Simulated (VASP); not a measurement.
# SnRu (P-6m2) in VASP: further runs

SnRu is run at these levels: PBE; tasks: single point, relaxation of cell and atoms.

Everything below comes from runs of VASP 6.6.1. Logs are shortened: lines on timing, memory, paths and dates and some standing lists are left out, and cuts for length are marked.

## Step 1: The cell of the first run

It takes space group P-6m2 (No. 187, hexagonal). Conventional cell: a = 3.247 Å, b = 3.247 Å, c = 3.934 Å, α = 90.00°, β = 90.00°, γ = 120.00°. Sn (site symmetry -6m2) has 6 Ru at 2.72 Å and 6 Sn at 3.25 Å within 3.6 Å. Ru (site symmetry -6m2) has 6 Sn at 2.72 Å and 6 Ru at 3.25 Å within 3.6 Å.

## Step 2: Single point, PBE

INCAR

```
PREC = Accurate
ENCUT = 520
EDIFF = 1E-7
ISMEAR = 0
SIGMA = 0.1
LREAL = F
LASPH = T
NELM = 80
ALGO = Fast
ISIF = 2
LWAVE = F
LCHARG = T
GGA = PE
LELF = T
LVHAR = T
NBANDS = 21
```

KPOINTS

```
Automatic mesh
0
Gamma
  6 6 4
```

POSCAR

```
SnRu
1.0
    3.2472714031      0.0000000000      0.0000000000
   -1.6236357016      2.8122195281      0.0000000000
    0.0000000000      0.0000000000      3.9338529520
Sn Ru
1 1
Direct
    0.6666666667      0.3333333333      0.5000000000
    0.3333333333      0.6666666667      0.0000000000
```

Potentials or basis: VASP PAW PBE potentials, release 64 (Sn_d, Ru_pv).

On the command line:

```
$ cat potpaw_PBE.64/Sn_d/POTCAR potpaw_PBE.64/Ru_pv/POTCAR > POTCAR
$ mpirun -np 1 vasp_std > vasp.out
```

OUTCAR:

```text
PREC = Accurate
   ENCUT = 520
   EDIFF = 1E-7
   ISMEAR = 0
   LREAL = F
   LASPH = T
   NELM = 80
   ISIF = 2
   GGA = PE

 ion  position               nearest neighbor table
   1  0.667  0.333  0.500-   2 2.72   2 2.72   2 2.72   2 2.72   2 2.72   2 2.72
   2  0.333  0.667  0.000-   1 2.72   1 2.72   1 2.72   1 2.72   1 2.72   1 2.72

  LATTYP: Found a hexagonal cell.
 ALAT       =     3.2472714031
 C/A-ratio  =     1.2114333740

  Lattice vectors:

 A1 = (   3.2472714031,   0.0000000000,   0.0000000000)
 A2 = (  -1.6236357016,   2.8122195281,   0.0000000000)
 A3 = (   0.0000000000,   0.0000000000,   3.9338529520)

Analysis of symmetry for initial positions (statically):
=====================================================================
 Subroutine PRICEL returns:
 Original cell was already a primitive cell.

 Routine SETGRP: Setting up the symmetry group for a
 hexagonal supercell.

 Subroutine GETGRP returns: Found 12 space group operations
 (whereof 12 operations were pure point group operations)
 out of a pool of 24 trial point group operations.

The static configuration has the point symmetry D_3h.

Analysis of symmetry for dynamics (positions and initial velocities):
=====================================================================
 Subroutine PRICEL returns:
 Original cell was already a primitive cell.

 Routine SETGRP: Setting up the symmetry group for a
 hexagonal supercell.

 Subroutine GETGRP returns: Found 12 space group operations
 (whereof 12 operations were pure point group operations)
 out of a pool of 24 trial point group operations.

The dynamic configuration has the point symmetry D_3h.

 Subroutine INISYM returns: Found 12 space group operations
 (whereof 12 operations are pure point group operations),
 and found     1 'primitive' translations

----------------------------------------------------------------------------------------

                                     Primitive cell

  volume of cell :      35.9241

  direct lattice vectors                    reciprocal lattice vectors
     3.247271403  0.000000000  0.000000000     0.307950853  0.177795508  0.000000000
    -1.623635702  2.812219528  0.000000000     0.000000000  0.355591016  0.000000000
     0.000000000  0.000000000  3.933852952     0.000000000  0.000000000  0.254203706

  length of vectors
     3.247271403  3.247271403  3.933852952     0.355591016  0.355591016  0.254203706

  position of ions in fractional coordinates (direct lattice)
     0.666666667  0.333333333  0.500000000
     0.333333333  0.666666667  0.000000000

  ion indices of the primitive-cell ions
   primitive index   ion index
                 1           1
                 2           2

----------------------------------------------------------------------------------------

 KPOINTS: Automatic mesh

Automatic generation of k-mesh.
 Grid dimensions read from file:
 generate k-points for:    6    6    4

 Generating k-lattice:

  Cartesian coordinates                     Fractional coordinates (reciprocal lattice)
     0.051325142  0.029632585  0.000000000     0.166666667  0.000000000  0.000000000
     0.000000000  0.059265169  0.000000000     0.000000000  0.166666667  0.000000000
     0.000000000  0.000000000  0.063550927     0.000000000  0.000000000  0.250000000

  Length of vectors
     0.059265169  0.059265169  0.063550927

  Shift w.r.t. Gamma in fractional coordinates (k-lattice)
     0.000000000  0.000000000  0.000000000

 Subroutine IBZKPT returns following result:
 ===========================================

 Found     21 irreducible k-points:

 Following reciprocal coordinates:
            Coordinates               Weight
  0.000000  0.000000  0.000000      1.000000
  0.166667  0.000000  0.000000      6.000000
  0.333333  0.000000  0.000000      6.000000
  0.500000  0.000000  0.000000      3.000000
  0.166667  0.166667  0.000000      6.000000
  0.333333  0.166667  0.000000     12.000000
[... 13 lines left out ...]
  0.333333  0.166667  0.500000     12.000000
  0.333333  0.333333  0.500000      2.000000
   k-points           NKPTS =     21   k-points in BZ     NKDIM =     21   number of bands    NBANDS=     21
   number of dos      NEDOS =    301   number of ions     NIONS =      2
   total plane-waves  NPLWV =  17280
   dimension x,y,z NGX =    24 NGY =   24 NGZ =   30
   dimension x,y,z NGXF=    48 NGYF=   48 NGZF=   60
   ions per type =               1   1
   NGX,Y,Z   is equivalent  to a cutoff of  12.29, 12.29, 12.68 a.u.
   NGXF,Y,Z  is equivalent  to a cutoff of  24.57, 24.57, 25.36 a.u.
 SYSTEM =  unknown system
   PREC   = accura    normal or accurate (medium, high low for compatibility)
   ISTART =      0    job   : 0-new  1-cont  2-samecut
   ICHARG =      2    charge: 1-file 2-atom 10-const
   ISPIN  =      1    spin polarized calculation?
   LNONCOLLINEAR =      F non collinear calculations
   LSORBIT =      F    spin-orbit coupling
   LASPH  =      T    aspherical Exc in radial PAW
   ENCUT  =  520.0 eV  38.22 Ry    6.18 a.u.   6.04  6.04  7.31*2*pi/ulx,y,z
   NELM   =     80;   NELMIN=  2; NELMDL= -5     # of ELM steps
   EDIFF  = 0.1E-06   stopping-criterion for ELM
   LREAL  =      F    real-space projection
   EDIFFG = 0.1E-05   stopping-criterion for IOM
   NSW    =      0    number of steps for IOM
   IBRION =     -1    ionic relax: 0-MD 1-quasi-New 2-CG
   NFREE  =      0    steps in history (QN), initial steepest desc. (CG)
   ISIF   =      2    stress and relaxation
   ISYM   =      2    0-nonsym 1-usesym 2-fastsym
   POTIM  = 0.5000    time-step for ionic-motion
   TEBEG  =    0.0;   TEEND  =   0.0 temperature during run
   PSTRESS=    0.0 pullay stress
   NELECT =      28.0000    total number of electrons
   NUPDOWN=      -1.0000    fix difference up-down
   EMIN   =  10.00;   EMAX   =-10.00  energy-range for DOS
   EFERMI =   0.00;   METHOD = LEGACY
   ISMEAR =     0;   SIGMA  =   0.10  broadening in eV -4-tet -1-fermi 0-gaus
   EFERMI_NEDOS =   21; number of points for ismear=-14 and -15
   IALGO  =     68    algorithm
   IMIX   =      4    mixing-type and parameters
     AMIX     =   0.40;   BMIX     =  1.00
     AMIX_MAG =   1.60;   BMIX_MAG =  1.00
  volume/ion in A,a.u.               =      17.96       121.21
  Fermi-wavevector in a.u.,A,eV,Ry     =   1.506603  2.847067 30.883225  2.269853
  Thomas-Fermi vector in A             =   2.617299
   LORBIT       =      0    0 simple, 1 ext, 2 COOP (PROOUT), +10 PAW based schemes
   GGA     = PE    functional components
   LHFCALC =     F    Hartree Fock is set to
   AEXX    =    0.0000 exact exchange contribution
   IVDW    =     0    specifies the selected vdW correction
   LEPSILON=     F    determine dielectric tensor
   LRPA    =     F    only Hartree local field effects (RPA)
 non-spin polarized calculation
 RMM-DIIS sequential band-by-band and
 Gauss-broadening in eV      SIGMA  =   0.10
  energy-cutoff  :      520.00
  volume of cell :       35.92
 maximum number of plane-waves:       978
   NGX = 13   NGY = 13   NGZ = 15

 number of electron      27.9999987 magnetization

 Free energy of the ion-electron system (eV)
  ---------------------------------------------------
  ext. energy  EPLUGINS =         0.00000000
  ---------------------------------------------------
  free energy    TOTEN  =       -12.96028366 eV

  energy without entropy =      -12.95722682  energy(sigma->0) =      -12.95875524

 E-fermi :  11.2414     XC(G=0): -12.3774

 val. band max:       11.1637079924   @ k =   0.3333   0.3333   0.0000
 cond. band min:      11.3188243202   @ k =   0.5000   0.0000   0.0000
 fundamental gap:      0.1551163278
 Fermi energy:        11.2414315027

 k-point     1 :       0.0000    0.0000    0.0000
  band No.  band energies     occupation
      1     -31.2643      2.00000
      2     -31.0500      2.00000
      3     -31.0500      2.00000
      4     -10.4461      2.00000
      5     -10.4461      2.00000
      6     -10.3724      2.00000
[... 13 lines left out ...]
     20      22.9629      0.00000
     21      22.9630      0.00000

 k-point     2 :       0.1667    0.0000    0.0000
  band No.  band energies     occupation
      1     -31.2611      2.00000
      2     -31.0795      2.00000
      3     -31.0572      2.00000
      4     -10.4621      2.00000
      5     -10.3957      2.00000
      6     -10.3350      2.00000
[... 13 lines left out ...]
     20      24.3335      0.00000
     21      24.6944      0.00000

 k-point     3 :       0.3333    0.0000    0.0000
  band No.  band energies     occupation
      1     -31.2545      2.00000
      2     -31.1380      2.00000
      3     -31.0716      2.00000
      4     -10.5032      2.00000
      5     -10.3254      2.00000
      6     -10.2931      2.00000
[... 13 lines left out ...]
     20      22.0723      0.00000
     21      23.5513      0.00000

 k-point     4 :       0.5000    0.0000    0.0000
  band No.  band energies     occupation
      1     -31.2513      2.00000
      2     -31.1670      2.00000
      3     -31.0787      2.00000
      4     -10.5249      2.00000
      5     -10.3467      2.00000
      6     -10.2960      2.00000
[... 13 lines left out ...]
     20      20.8354      0.00000
     21      22.2220      0.00000

 k-point     5 :       0.1667    0.1667    0.0000
  band No.  band energies     occupation
      1     -31.2562      2.00000
      2     -31.1179      2.00000
      3     -31.0735      2.00000
      4     -10.4599      2.00000
      5     -10.3654      2.00000
      6     -10.3137      2.00000
[... 13 lines left out ...]
     20      23.1054      0.00000
     21      24.6690      0.00000
[... 310 lines left out ...]
     20      20.9940      0.00000
     21      23.0695      0.00000

 k-point    19 :       0.1667    0.1667    0.5000
  band No.  band energies     occupation
      1     -31.2664      2.00000
      2     -31.1165      2.00000
      3     -31.0737      2.00000
      4     -10.4558      2.00000
      5     -10.3589      2.00000
      6     -10.3308      2.00000
[... 13 lines left out ...]
     20      22.2911      0.00000
     21      23.4934      0.00000

 k-point    20 :       0.3333    0.1667    0.5000
  band No.  band energies     occupation
      1     -31.2595      2.00000
      2     -31.1503      2.00000
      3     -31.0939      2.00000
      4     -10.4516      2.00000
      5     -10.3633      2.00000
      6     -10.2938      2.00000
[... 13 lines left out ...]
     20      22.7580      0.00000
     21      23.1022      0.00000

 k-point    21 :       0.3333    0.3333    0.5000
  band No.  band energies     occupation
      1     -31.2572      2.00000
      2     -31.1322      2.00000
      3     -31.1302      2.00000
      4     -10.3523      2.00000
      5     -10.3495      2.00000
      6     -10.3478      2.00000
[... 13 lines left out ...]
     20      23.0776      0.00000
     21      27.1368      0.00000

------------------------ aborting loop because EDIFF is reached ----------------------------------------

  FORCE on cell =-STRESS in cart. coord.  units (eV):
  Direction    XX          YY          ZZ          XY          YZ          ZX
  --------------------------------------------------------------------------------------
  -------------------------------------------------------------------------------------
  Total        0.0908061      0.0908061      0.0872020     -0.0000000      0.0000000     -0.0000000
  in kB        4.0498551      4.0498551      3.8891198     -0.0000000      0.0000000     -0.0000000
  external PRESSURE =       3.9962767 kB  Pullay stress =       0.0000000 kB

 VOLUME and BASIS-vectors are now :
 -----------------------------------------------------------------------------
  energy-cutoff  :      520.00
  volume of cell :       35.92
      direct lattice vectors                 reciprocal lattice vectors
     3.247271403  0.000000000  0.000000000     0.307950853  0.177795508  0.000000000
    -1.623635702  2.812219528  0.000000000     0.000000000  0.355591016  0.000000000
     0.000000000  0.000000000  3.933852952     0.000000000  0.000000000  0.254203706

 POSITION                                       TOTAL-FORCE (eV/Angst)
 -----------------------------------------------------------------------------------
      1.62364      0.93741      1.96693         0.000000     -0.000000      0.000000
     -0.00000      1.87481      0.00000        -0.000000      0.000000      0.000000
 -----------------------------------------------------------------------------------
    total drift:                                0.000000     -0.000000      0.000000

  FREE ENERGIE OF THE ION-ELECTRON SYSTEM (eV)
  ---------------------------------------------------
  free  energy   TOTEN  =       -12.9602836573 eV

  energy  without entropy=      -12.9572268175  energy(sigma->0) =      -12.95875524
```

Run time: 7.8 s. Hardware: 1 thread of Intel Xeon 6975P-C (Granite Rapids), shared host; peak memory 0.15 GiB.

Results:

* Free energy: -12.9603 eV
* Pressure: 0.4 GPa
* Band gap on the k mesh: zero (band 14 reaches 11.74 eV, above the bottom of band 15 at 9.86 eV)

Caveat: the k points lie up to 0.40 Å⁻¹ apart; spin-orbit coupling is left out, which moves the levels of the heavy elements.

## Step 3: Single point, PBE

This run uses another cell than the first one, of 20.90 Å³/atom, 1.163 times its volume.

INCAR

```
  PREC = Accurate
  ENCUT = 520
  EDIFF = 1E-6
  ISMEAR = 0
  SIGMA = 0.1
  LREAL = F
  LASPH = T
  NELM = 80
  ALGO = Normal
  ISIF = 2
  LWAVE = F
  LCHARG = F
  GGA = PE
  NBANDS = 21
```

KPOINTS is that of step 2.

POSCAR

```
SnRu
1.0
    3.0917140200      0.0000000000      0.0000000000
   -1.5458570100      2.6775028800      0.0000000000
    0.0000000000      0.0000000000      5.0487689900
Sn Ru
1 1
Direct
    0.6666666700      0.3333333300      0.5000000000
    0.3333333300      0.6666666700      0.0000000000
```

Potentials or basis: VASP PAW PBE potentials, release 64 (Sn_d, Ru_pv).

On the command line:

```
$ cat potpaw_PBE.64/Sn_d/POTCAR potpaw_PBE.64/Ru_pv/POTCAR > POTCAR
$ mpirun -np 1 vasp_std > vasp.out
```

Wall time 6.4 s (1 thread of Intel Xeon 6975P-C (Granite Rapids), shared host); peak memory 0.16 GiB.

The run converged. Its results:

```yaml
Free_energy: -11.7034 eV
Pressure: -14.9 GPa
Band_gap_on_the_k_mesh: zero (band 14 reaches 9.94 eV, above the bottom of band 15 at 8.53 eV)
```

Stress tensor (GPa, compression positive):
```
 -7.20   0.00   0.00
  0.00  -7.20   0.00
  0.00   0.00 -30.29
```

Levels at points of the mesh, in eV from the Fermi level:
```csv
k point,band 11,band 12,band 13,band 14,band 15,band 16,band 17,band 18
"(0.00, 0.00, 0.00)",-2.97,-1.22,-1.22,0.03,0.03,1.21,9.63,9.63
"(0.50, 0.00, 0.00)",-3.02,-2.70,-0.38,0.92,0.99,3.12,3.75,4.62
"(0.00, 0.00, 0.50)",-2.38,-1.19,-1.19,-0.01,-0.01,6.28,7.75,9.62
"(0.50, 0.00, 0.50)",-3.22,-1.24,-0.67,-0.19,-0.17,0.92,4.21,5.80
```

Caveat: the k points lie up to 0.39 Å⁻¹ apart; spin-orbit coupling is left out, which moves the levels of the heavy elements.

(Part 1 of 2 ends here.)
